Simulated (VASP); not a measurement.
Input of a VASP 6.6.1 run:

POSCAR

```
ZnO
1.0
    3.2493080000      0.0000000000      0.0000000000
   -1.6246540000      2.8139832727      0.0000000000
    0.0000000000      0.0000000000      5.2057090000
Zn O
2 2
Direct
    0.6666666667      0.3333333333      0.0000000000
    0.3333333333      0.6666666667      0.5000000000
    0.3333333333      0.6666666667      0.8790100000
    0.6666666667      0.3333333333      0.3790100000
```

Contents of INCAR.step1:

```
  ALGO = Normal
  EDIFF = 1E-4
  ENCUT = 520
  GGA = PE
  ISMEAR = -1
  LASPH = T
  LCHARG = F
  LREAL = F
  LWAVE = T
  NBANDS = 26
  NELM = 80
  PREC = Accurate
  SIGMA = 0.05
```

File INCAR.step2:

```
  ALGO = Normal
  EDIFF = 1E-6
  ENCUT = 520
  ISIF = 2
  ISMEAR = -1
  ISTART = 1
  LASPH = T
  LCHARG = F
  LMIXTAU = T
  LREAL = F
  LWAVE = F
  METAGGA = R2SCAN
  NBANDS = 26
  NELM = 80
  PREC = Accurate
  SIGMA = 0.05
```

File KPOINTS:

```
k-points
0
Gamma
  9 9 5
```

Potentials or basis: VASP PAW PBE potentials, release 64 (Zn, O).

Run with:

```console
$ cat potpaw_PBE.64/Zn/POTCAR potpaw_PBE.64/O/POTCAR > POTCAR
$ cp INCAR.step1 INCAR
$ mpirun -np 1 vasp_std > vasp.out
$ cp INCAR.step2 INCAR
$ mpirun -np 1 vasp_std > vasp.out
```

Estimate the largest force.

0.086 eV/Å.

Predict the band gap on the k mesh.

1.23 eV, direct.

Forces on the atoms (eV/Å):
```
Zn   0.000  0.000 -0.086
Zn   0.000  0.000 -0.086
O    0.000  0.000  0.086
O    0.000  0.000  0.086
```

Caveat: the PAW data sets were made with another functional, which shifts forces and pressure a little.

**The experiment to reproduce.**

From “Electronic structure of alkaline earth and post-transition metal oxides”, 2009, arxiv:0908.1581, for a bulk crystal of ZnO: band gap 3.37 eV.

Against the measured gap of ZnO, 3.37 eV (quoted in “Electronic structure of alkaline earth and post-transition metal oxides”, 2009, arxiv:0908.1581), the calculated 1.23 eV is off by -2.14 eV. So large a miss can be the level of theory's own, or it may mean another phase, state or a wrong row. The value is that of r2SCAN, without temperature or zero-point motion.
